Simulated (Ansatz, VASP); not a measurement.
C: VASP beside Ansatz

```
C
1.0
     0.00000    2.04234    3.40323
     1.23472    0.00000    3.40323
     1.23472    2.04234    0.00000
C
2
Direct
  0.16670 0.83330 0.16670
  0.83330 0.16670 0.83330
```

Change from the starting cell: volume 8.582 Å^3 an atom, stretch along b over the lengths across it, relative to the relaxed cell 0.9555.

Alike in both runs: task single point; functional PBE; dispersion D3(BJ); k mesh 18 × 18 × 18; occupations gaussian, width 0.03 eV; no spin polarisation.

```csv
,VASP,Ansatz
version,VASP 6.6.1,Ansatz 0.2.0
potentials or method,"VASP PAW PBE potentials, release 64 (C), cutoff 520 eV","scalar-relativistic, plane waves, PAW"
valence electrons in the cell,8,8
```

```tsv
	VASP	Ansatz	Ansatz less VASP
gap on the k mesh at the Fermi level (eV)	0.02	0.02	-0.001
least direct gap on the mesh (eV)	0.02	0.02	-0.001
pressure (GPa)	21.4	20.9	-0.46
traceless stress, the component that is largest in VASP (GPa)	34.19	33.86	-0.329
rms of the force components (eV/Å)	0.490	0.486	-0.0032
```

Atom by atom the forces differ by 0.003 eV/Å (rms over components).
